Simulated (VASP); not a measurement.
## Ir2O: single point with PBE

Ir2O:

```xyz
3
Lattice="2.7117 0.0000 0.0000 -1.3558 2.3484 0.0000 0.0000 0.0000 6.3669" Properties=species:S:1:pos:R:3 pbc="T T T"
Ir    0.0000    0.0000    5.0999
Ir    0.0000    0.0000    1.2670
O     0.0000    0.0000    3.1834
```

| Quantity | Value |
| --- | --- |
| Program | VASP 6.6.1 |
| Task | single point |
| Functional | PBE |
| Potentials or basis | VASP PAW PBE potentials, release 64 (Ir, O) |
| Cutoff | 520 eV |
| k mesh | 18 × 18 × 8 |
| Occupations | gaussian, width 0.1 eV |
| Spin | no spin polarisation |
| Dipole correction | no |
| k mesh for the DOS | 27 × 27 × 12 |
| Occupations for the DOS | tetrahedron |
| Further INCAR settings | ALGO = Normal; EDIFF = 1e-06 |

```
Valence electrons inside the program's atomic spheres : Ir 8.28; O 4.90
```

Levels at points of the mesh, in eV from the Fermi level:
```
           k point  band 9  band 10  band 11  band 12  band 13  band 14  band 15  band 16
(0.00, 0.00, 0.00)   -2.82    -2.65    -2.65     0.38     0.38     0.59     0.59     4.85
(0.00, 0.00, 0.50)   -2.49    -2.49    -2.29    -0.98    -0.98     1.71     1.71     3.80
```

Wall time 7.3 min on 1 thread of Intel Xeon 8259CL (shared host), peak memory 0.44 GiB.

Caveat: spin-orbit coupling is left out, which moves the levels of the heavy elements.
